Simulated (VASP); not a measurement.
## NaI: single point with LDA

Crystal: NaI.

```xyz
2
Lattice="0.0000 3.2296 3.2296 3.2296 0.0000 3.2296 3.2296 3.2296 0.0000" Properties=species:S:1:pos:R:3 pbc="T T T"
Na    0.0000    0.0000    0.0000
I     3.2296    3.2296    3.2296
```

```json
{
 "Program": "VASP 6.6.1",
 "Task": "single point",
 "Functional": "LDA",
 "Potentials or basis": "VASP PAW LDA potentials, release 64 (Na_pv, I)",
 "Cutoff": "520 eV",
 "k mesh": "4 × 4 × 4",
 "Occupations": "gaussian, width 0.01 eV",
 "Spin": "no spin polarisation"
}
```

- Pressure: -1.5 GPa
- Band gap on the k mesh: 3.36 eV, direct

Levels at points of the mesh, in eV from the valence-band top:
```tsv
k point	band 4	band 5	band 6	band 7	band 8	band 9	band 10	band 11
(0.00, 0.00, 0.00)	-11.10	0.00	0.00	0.00	3.36	7.79	7.79	7.79
(0.50, 0.00, 0.00)	-10.77	-2.27	-0.29	-0.29	4.86	7.28	7.28	8.52
(0.50, 0.50, 0.00)	-10.70	-1.98	-0.77	-0.77	4.26	5.36	9.65	11.06
```

Run time: 13 s on 1 thread of Intel Xeon 8259CL, with other jobs on the host, peak memory 0.17 GiB.

Caveat: the k points lie up to 0.42 Å⁻¹ apart; spin-orbit coupling is left out, which moves the levels of the heavy elements. A hybrid or GW would open this gap; LDA tends to underestimate it.
